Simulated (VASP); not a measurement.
# WC (P-6m2) in VASP: a series of runs

WC is run at these levels: PBEsol, revPBE+D4, revPBE+D3(BJ), RPBE; tasks: single point.

Program: VASP 6.6.1. These are calculated values, not measurements. Logs are shortened: lines on timing, memory, paths and dates and some standing lists are left out, and cuts for length are marked.

## (1) The cell of the first run

The structure is hexagonal, space group P-6m2 (No. 187). The conventional cell has a = 2.921 Å, b = 2.921 Å, c = 2.841 Å, α = 90.00°, β = 90.00°, γ = 120.00°. W (site symmetry -6m2) has 6 C at 2.20 Å and 2 W at 2.84 Å within 2.9 Å. Within 2.9 Å of C (site symmetry -6m2) lie 6 W at 2.20 Å and 2 C at 2.84 Å.

## (2) Single point, PBEsol (volume scaled by 1.02)

The input, INCAR:

```
SYSTEM = WC
PREC = Accurate
ENCUT = 600
EDIFF = 1E-6
ISMEAR = 0
SIGMA = 0.05
LREAL = .False.
LASPH = .True.
NELM = 120
ALGO = Normal
ISIF = 2
LWAVE = .False.
LCHARG = .False.
GGA = PS
NBANDS = 16
GGA_COMPAT = .False.
```

The input, KPOINTS:

```
Automatic mesh
0
Gamma
  10 10 8
  0 0 0
```

The input, POSCAR:

```
WC
1.0
    2.9205323266      0.0000000000      0.0000000000
   -1.4602661633      2.5292551875      0.0000000000
    0.0000000000      0.0000000000      2.8411290893
W C
1 1
Direct
    0.0000000000      0.0000000000      0.0000000000
    0.6666666667      0.3333333333      0.5000000000
```

Potentials or basis: VASP PAW PBE potentials, release 64 (W_sv, C).

Started as:

```sh
cat potpaw_PBE.64/W_sv/POTCAR potpaw_PBE.64/C/POTCAR > POTCAR
mpirun -np 1 vasp_std > vasp.out
```

OUTCAR:

```text
SYSTEM = WC
   PREC = Accurate
   ENCUT = 600
   EDIFF = 1E-6
   ISMEAR = 0
   LREAL = .False.
   LASPH = .True.
   NELM = 120
   ISIF = 2
   GGA = PS

 ion  position               nearest neighbor table
   1  0.000  0.000  0.000-   2 2.20   2 2.20   2 2.20   2 2.20   2 2.20   2 2.20
   2  0.667  0.333  0.500-   1 2.20   1 2.20   1 2.20   1 2.20   1 2.20   1 2.20

  LATTYP: Found a hexagonal cell.
 ALAT       =     2.9205323266
 C/A-ratio  =     0.9728120670

  Lattice vectors:

 A1 = (   2.9205323266,   0.0000000000,   0.0000000000)
 A2 = (  -1.4602661633,   2.5292551875,   0.0000000000)
 A3 = (   0.0000000000,   0.0000000000,   2.8411290893)

Analysis of symmetry for initial positions (statically):
=====================================================================
 Subroutine PRICEL returns:
 Original cell was already a primitive cell.

 Routine SETGRP: Setting up the symmetry group for a
 hexagonal supercell.

 Subroutine GETGRP returns: Found 12 space group operations
 (whereof 12 operations were pure point group operations)
 out of a pool of 24 trial point group operations.

The static configuration has the point symmetry D_3h.

Analysis of symmetry for dynamics (positions and initial velocities):
=====================================================================
 Subroutine PRICEL returns:
 Original cell was already a primitive cell.

 Routine SETGRP: Setting up the symmetry group for a
 hexagonal supercell.

 Subroutine GETGRP returns: Found 12 space group operations
 (whereof 12 operations were pure point group operations)
 out of a pool of 24 trial point group operations.

The dynamic configuration has the point symmetry D_3h.

 Subroutine INISYM returns: Found 12 space group operations
 (whereof 12 operations are pure point group operations),
 and found     1 'primitive' translations

----------------------------------------------------------------------------------------

                                     Primitive cell

  volume of cell :      20.9868

  direct lattice vectors                    reciprocal lattice vectors
     2.920532327  0.000000000  0.000000000     0.342403332  0.197686656  0.000000000
    -1.460266163  2.529255188  0.000000000     0.000000000  0.395373312  0.000000000
     0.000000000  0.000000000  2.841129089     0.000000000  0.000000000  0.351972743

  length of vectors
     2.920532327  2.920532327  2.841129089     0.395373312  0.395373312  0.351972743

  position of ions in fractional coordinates (direct lattice)
     0.000000000  0.000000000  0.000000000
     0.666666667  0.333333333  0.500000000

  ion indices of the primitive-cell ions
   primitive index   ion index
                 1           1
                 2           2

----------------------------------------------------------------------------------------

 KPOINTS: Automatic mesh

Automatic generation of k-mesh.
 Grid dimensions read from file:
 generate k-points for:   10   10    8

 Generating k-lattice:

  Cartesian coordinates                     Fractional coordinates (reciprocal lattice)
     0.034240333  0.019768666  0.000000000     0.100000000  0.000000000  0.000000000
     0.000000000  0.039537331  0.000000000     0.000000000  0.100000000  0.000000000
     0.000000000  0.000000000  0.043996593     0.000000000  0.000000000  0.125000000

  Length of vectors
     0.039537331  0.039537331  0.043996593

  Shift w.r.t. Gamma in fractional coordinates (k-lattice)
     0.000000000  0.000000000  0.000000000

 Subroutine IBZKPT returns following result:
 ===========================================

 Found     70 irreducible k-points:

 Following reciprocal coordinates:
            Coordinates               Weight
  0.000000  0.000000  0.000000      1.000000
  0.100000  0.000000  0.000000      6.000000
  0.200000  0.000000  0.000000      6.000000
  0.300000  0.000000  0.000000      6.000000
  0.400000  0.000000  0.000000      6.000000
  0.500000  0.000000  0.000000      3.000000
[... 16 lines left out ...]
  0.300000  0.100000  0.125000     24.000000
  0.400000  0.100000  0.125000     24.000000
 [... further k-points ...]
   k-points           NKPTS =     70   k-points in BZ     NKDIM =     70   number of bands    NBANDS=     16
   number of dos      NEDOS =    301   number of ions     NIONS =      2
   total plane-waves  NPLWV =  13824
   dimension x,y,z NGX =    24 NGY =   24 NGZ =   24
   dimension x,y,z NGXF=    48 NGYF=   48 NGZF=   48
   ions per type =               1   1
   NGX,Y,Z   is equivalent  to a cutoff of  13.66, 13.66, 14.04 a.u.
   NGXF,Y,Z  is equivalent  to a cutoff of  27.32, 27.32, 28.09 a.u.
 SYSTEM =  WC
   PREC   = accura    normal or accurate (medium, high low for compatibility)
   ISTART =      0    job   : 0-new  1-cont  2-samecut
   ICHARG =      2    charge: 1-file 2-atom 10-const
   ISPIN  =      1    spin polarized calculation?
   LNONCOLLINEAR =      F non collinear calculations
   LSORBIT =      F    spin-orbit coupling
   LASPH  =      T    aspherical Exc in radial PAW
   ENCUT  =  600.0 eV  44.10 Ry    6.64 a.u.   5.83  5.83  5.67*2*pi/ulx,y,z
   NELM   =    120;   NELMIN=  2; NELMDL= -5     # of ELM steps
   EDIFF  = 0.1E-05   stopping-criterion for ELM
   LREAL  =      F    real-space projection
   EDIFFG = 0.1E-04   stopping-criterion for IOM
   NSW    =      0    number of steps for IOM
   IBRION =     -1    ionic relax: 0-MD 1-quasi-New 2-CG
   NFREE  =      0    steps in history (QN), initial steepest desc. (CG)
   ISIF   =      2    stress and relaxation
   ISYM   =      2    0-nonsym 1-usesym 2-fastsym
   POTIM  = 0.5000    time-step for ionic-motion
   TEBEG  =    0.0;   TEEND  =   0.0 temperature during run
   PSTRESS=    0.0 pullay stress
   NELECT =      18.0000    total number of electrons
   NUPDOWN=      -1.0000    fix difference up-down
   EMIN   =  10.00;   EMAX   =-10.00  energy-range for DOS
   EFERMI =   0.00;   METHOD = LEGACY
   ISMEAR =     0;   SIGMA  =   0.05  broadening in eV -4-tet -1-fermi 0-gaus
   EFERMI_NEDOS =   21; number of points for ismear=-14 and -15
   IALGO  =     38    algorithm
   IMIX   =      4    mixing-type and parameters
     AMIX     =   0.40;   BMIX     =  1.00
     AMIX_MAG =   1.60;   BMIX_MAG =  1.00
  volume/ion in A,a.u.               =      10.49        70.81
  Fermi-wavevector in a.u.,A,eV,Ry     =   1.555430  2.939336 32.917423  2.419362
  Thomas-Fermi vector in A             =   2.659372
   LORBIT       =      0    0 simple, 1 ext, 2 COOP (PROOUT), +10 PAW based schemes
   GGA     = PS    functional components
   LHFCALC =     F    Hartree Fock is set to
   AEXX    =    0.0000 exact exchange contribution
   IVDW    =     0    specifies the selected vdW correction
   LEPSILON=     F    determine dielectric tensor
   LRPA    =     F    only Hartree local field effects (RPA)
 non-spin polarized calculation
 Gauss-broadening in eV      SIGMA  =   0.05
  energy-cutoff  :      600.00
  volume of cell :       20.99
 maximum number of plane-waves:       714
 NGX is ok and might be reduce to    24
   NGX = 11   NGY = 11   NGZ = 11

 number of electron      18.0000001 magnetization

 Free energy of the ion-electron system (eV)
  ---------------------------------------------------
  ext. energy  EPLUGINS =         0.00000000
  ---------------------------------------------------
  free energy    TOTEN  =       -23.89872507 eV

  energy without entropy =      -23.89834275  energy(sigma->0) =      -23.89853391

 E-fermi :  10.7848     XC(G=0): -13.8653

 val. band max:       10.7786740937   @ k =   0.5000   0.0000   0.3750
 cond. band min:      10.8069499457   @ k =   0.4000   0.2000   0.0000
 fundamental gap:      0.0282758519
 Fermi energy:        10.7847509842

 k-point     1 :       0.0000    0.0000    0.0000
  band No.  band energies     occupation
      1     -63.1824      2.00000
      2     -27.1684      2.00000
      3     -27.0708      2.00000
      4     -27.0708      2.00000
      5      -3.5752      2.00000
      6       6.5101      2.00000
[... 8 lines left out ...]
     15      24.9790      0.00000
     16      27.3444      0.00000

 k-point     2 :       0.1000    0.0000    0.0000
  band No.  band energies     occupation
      1     -63.1772      2.00000
      2     -27.1583      2.00000
      3     -27.1492      2.00000
      4     -27.0886      2.00000
      5      -3.3175      2.00000
      6       6.5311      2.00000
[... 8 lines left out ...]
     15      24.5390      0.00000
     16      27.8838      0.00000

 k-point     3 :       0.2000    0.0000    0.0000
  band No.  band energies     occupation
      1     -63.1635      2.00000
      2     -27.3501      2.00000
      3     -27.1349      2.00000
      4     -27.1320      2.00000
      5      -2.6075      2.00000
      6       5.8020      2.00000
[... 8 lines left out ...]
     15      24.3590      0.00000
     16      29.1142      0.00000

 k-point     4 :       0.3000    0.0000    0.0000
  band No.  band energies     occupation
      1     -63.1466      2.00000
      2     -27.5906      2.00000
      3     -27.1915      2.00000
      4     -27.0992      2.00000
      5      -1.6253      2.00000
      6       4.8205      2.00000
[... 8 lines left out ...]
     15      25.2529      0.00000
     16      27.9022      0.00000
[... 324 lines left out ...]
 k-point    22 :       0.2000    0.1000    0.1250
  band No.  band energies     occupation
      1     -63.1467      2.00000
      2     -27.4769      2.00000
      3     -27.2170      2.00000
      4     -27.1809      2.00000
      5      -1.7093      2.00000
      6       5.3944      2.00000
[... 8 lines left out ...]
     15      24.1702      0.00000
     16      28.3570      0.00000

 k-point    23 :       0.3000    0.1000    0.1250
  band No.  band energies     occupation
      1     -63.1314      2.00000
      2     -27.6750      2.00000
      3     -27.2457      2.00000
      4     -27.1850      2.00000
      5      -0.8056      2.00000
      6       4.5048      2.00000
[... 8 lines left out ...]
     15      24.7410      0.00000
     16      27.2463      0.00000

 k-point    24 :       0.4000    0.1000    0.1250
  band No.  band energies     occupation
      1     -63.1219      2.00000
      2     -27.7948      2.00000
      3     -27.2855      2.00000
      4     -27.1650      2.00000
      5      -0.1400      2.00000
      6       3.9208      2.00000
[... 8 lines left out ...]
     15      23.9496      0.00000
     16      27.9905      0.00000

 [... further k-points ...]
[... 5 lines left out ...]
  --------------------------------------------------------------------------------------
  -------------------------------------------------------------------------------------
  Total       -0.8815235     -0.8815235     -0.8371695      0.0000000     -0.0000000     -0.0000000
  in kB      -67.2974891    -67.2974891    -63.9114017      0.0000000     -0.0000000     -0.0000000
  external PRESSURE =     -66.1687933 kB  Pullay stress =       0.0000000 kB

 VOLUME and BASIS-vectors are now :
 -----------------------------------------------------------------------------
  energy-cutoff  :      600.00
  volume of cell :       20.99
      direct lattice vectors                 reciprocal lattice vectors
     2.920532327  0.000000000  0.000000000     0.342403332  0.197686656  0.000000000
    -1.460266163  2.529255188  0.000000000     0.000000000  0.395373312  0.000000000
     0.000000000  0.000000000  2.841129089     0.000000000  0.000000000  0.351972743

 POSITION                                       TOTAL-FORCE (eV/Angst)
 -----------------------------------------------------------------------------------
      0.00000      0.00000      0.00000         0.000000      0.000000      0.000000
      1.46027      0.84309      1.42056         0.000000      0.000000      0.000000
 -----------------------------------------------------------------------------------
    total drift:                                0.000000     -0.000000      0.000000

  FREE ENERGIE OF THE ION-ELECTRON SYSTEM (eV)
  ---------------------------------------------------
  free  energy   TOTEN  =       -23.8987250738 eV

  energy  without entropy=      -23.8983427455  energy(sigma->0) =      -23.89853391
```

Wall time 9.4 s (1 thread of Intel Xeon Platinum 8559C (Emerald Rapids), shared host); peak memory 0.16 GiB.

Results:

```
Free energy            : -23.8987 eV
Pressure               : -6.6 GPa
Band gap on the k mesh : zero (band 9 reaches 11.38 eV, above the bottom of band 10 at 10.20 eV)
```

Stress tensor (GPa, compression positive):
```
-6.73  0.00  0.00
 0.00 -6.73  0.00
 0.00  0.00 -6.39
```

Caveat: the PAW data sets were made with another functional, which shifts forces and pressure a little; spin-orbit coupling is left out, which moves the levels of the heavy elements.

## (3) Single point, revPBE+D4 (volume scaled by 1.02)

The input, INCAR:

```
SYSTEM = WC
PREC = Accurate ; ENCUT = 600
EDIFF = 1E-6 ; ISMEAR = 0
SIGMA = 0.05 ; LREAL = .False.
LASPH = .True. ; NELM = 120
ALGO = Normal ; ISIF = 2
LWAVE = .False. ; LCHARG = .False.
GGA = RE ; IVDW = 13
NBANDS = 16 ; GGA_COMPAT = .False.
```

KPOINTS is that of step 2.

The input, POSCAR:

```
WC
1.0
    2.9177863261      0.0000000000      0.0000000000
   -1.4588931631      2.5268770812      0.0000000000
    0.0000000000      0.0000000000      2.8434199255
W C
1 1
Direct
    0.0000000000      0.0000000000      0.0000000000
    0.6666666667      0.3333333333      0.5000000000
```

Potentials or basis: VASP PAW PBE potentials, release 64 (W_sv, C).

Started as:

```sh
cat potpaw_PBE.64/W_sv/POTCAR potpaw_PBE.64/C/POTCAR > POTCAR
mpirun -np 1 vasp_std > vasp.out
```

Wall time 9.9 s (1 thread of Intel Xeon Platinum 8559C (Emerald Rapids), shared host); peak memory 0.15 GiB.

The run converged. Its results:

```yaml
Free_energy: -23.2032 eV
Pressure: -6.7 GPa
Band_gap_on_the_k_mesh: zero (band 9 reaches 11.63 eV, above the bottom of band 10 at 10.44 eV)
Dispersion_energy_per_atom: -0.803 eV
```

Stress tensor (GPa, compression positive):
```
-6.79  0.00  0.00
 0.00 -6.79  0.00
 0.00  0.00 -6.51
```

Levels at points of the mesh, in eV from the Fermi level:
| k point | band 5 | band 6 | band 7 | band 8 | band 9 | band 10 | band 11 | band 12 | band 13 | band 14 |
| --- | --- | --- | --- | --- | --- | --- | --- | --- | --- | --- |
| (0.00, 0.00, 0.00) | -14.41 | -4.25 | -3.30 | -3.30 | 0.10 | 3.20 | 3.20 | 5.59 | 5.59 | 6.28 |
| (0.50, 0.00, 0.00) | -11.11 | -7.00 | -3.55 | -3.52 | -0.48 | 2.33 | 4.48 | 4.81 | 6.82 | 9.58 |
| (0.00, 0.00, 0.50) | -10.46 | -8.58 | -2.00 | -2.00 | -0.56 | -0.56 | 3.66 | 4.50 | 4.50 | 9.92 |
| (0.50, 0.00, 0.50) | -11.28 | -6.39 | -4.27 | -4.18 | 0.27 | 4.37 | 5.24 | 6.54 | 9.10 | 10.02 |

Caveat: the PAW data sets were made with another functional, which shifts forces and pressure a little; spin-orbit coupling is left out, which moves the levels of the heavy elements; pairwise dispersion overbinds metals, which lowers pressure and volume.

## (4) Single point, revPBE+D3(BJ) (volume scaled by 1.02)

The input, INCAR:

```
SYSTEM = WC
ALGO = Normal
EDIFF = 1E-6
ENCUT = 600
GGA = RE
GGA_COMPAT = .FALSE.
ISIF = 2
ISMEAR = 0
IVDW = 12
LASPH = .TRUE.
LCHARG = .TRUE.
LELF = .TRUE.
LREAL = .FALSE.
LVHAR = .TRUE.
LWAVE = .FALSE.
NBANDS = 16
NELM = 120
PREC = Accurate
SIGMA = 0.05
```

The input, KPOINTS:

```
k-points
0
G
  10 10 8
  0 0 0
```

The input, POSCAR:

```
WC
1.0
    2.9142513045      0.0000000000      0.0000000000
   -1.4571256522      2.5238156627      0.0000000000
    0.0000000000      0.0000000000      2.8408958298
W C
1 1
Direct
    0.0000000000      0.0000000000      0.0000000000
    0.6666666667      0.3333333333      0.5000000000
```

Started as:

```sh
cat potpaw_PBE.64/W_sv/POTCAR potpaw_PBE.64/C/POTCAR > POTCAR
mpirun -np 1 vasp_std > vasp.out
```

Run time: 9.2 s. Hardware: 1 thread of Intel Xeon Platinum 8559C (Emerald Rapids), shared host; peak memory 0.17 GiB.

The run converged. Its results:

| Item | Value |
| --- | --- |
| Free energy | -23.3070 eV |
| Pressure | -6.7 GPa |
| Band gap on the k mesh | zero (band 9 reaches 11.68 eV, above the bottom of band 10 at 10.48 eV) |
| Dispersion energy per atom | -0.857 eV |

Stress tensor (GPa, compression positive):
```
-6.80  0.00  0.00
 0.00 -6.80  0.00
 0.00  0.00 -6.53
```

Levels at points of the mesh, in eV from the Fermi level:
```csv
k point,band 7,band 8,band 9,band 10,band 11,band 12
"(0.00, 0.00, 0.00)",-3.31,-3.31,0.10,3.21,3.21,5.60
"(0.50, 0.00, 0.00)",-3.57,-3.54,-0.48,2.34,4.50,4.84
"(0.00, 0.00, 0.50)",-2.01,-2.01,-0.56,-0.56,3.67,4.51
"(0.50, 0.00, 0.50)",-4.29,-4.19,0.27,4.39,5.26,6.56
```

Caveat: the PAW data sets were made with another functional, which shifts forces and pressure a little; spin-orbit coupling is left out, which moves the levels of the heavy elements; pairwise dispersion overbinds metals, which lowers pressure and volume.

(Part 1 of 2 ends here.)
